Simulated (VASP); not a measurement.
Runs of VASP 6.6.1 on GaSb. The structure is that of space group F-43m (No. 216), or close to it. The cells are those of the table. 

```tsv
cell	smearing	gap on the mesh (eV)	pressure (GPa)
a = 4.282 Å, angles 60.0°, 2 atoms	methfessel-paxton 0.05 eV	0.09	-0.1
a = 4.238 Å, angles 60.0°, 2 atoms	methfessel-paxton 0.0388 eV	(a)	(b)
a = 4.369 Å, angles 60.0°, 2 atoms	methfessel-paxton 0.05 eV	none	-2.8
a = 4.411 Å, angles 60.0°, 2 atoms	methfessel-paxton 0.05 eV	none	-3.9
a = 4.326 Å, angles 60.0°, 2 atoms	methfessel-paxton 0.05 eV	none	-1.5
```

Alike in all rows: task single point; level LDA; potentials or basis VASP PAW LDA potentials, release 64 (Ga_d, Sb); no spin polarisation; k mesh 6 × 6 × 6; cutoff (eV) 500.

Estimate the missing entries.

(a) 0.32; (b) 1.8.

Caveats: spin-orbit coupling is left out, which moves the levels of the heavy elements.

A k mesh can miss the band edges, and the runs leave out spin-orbit coupling on Ga, Sb.

A gap of «none» marks levels without a gap at the run's occupations.
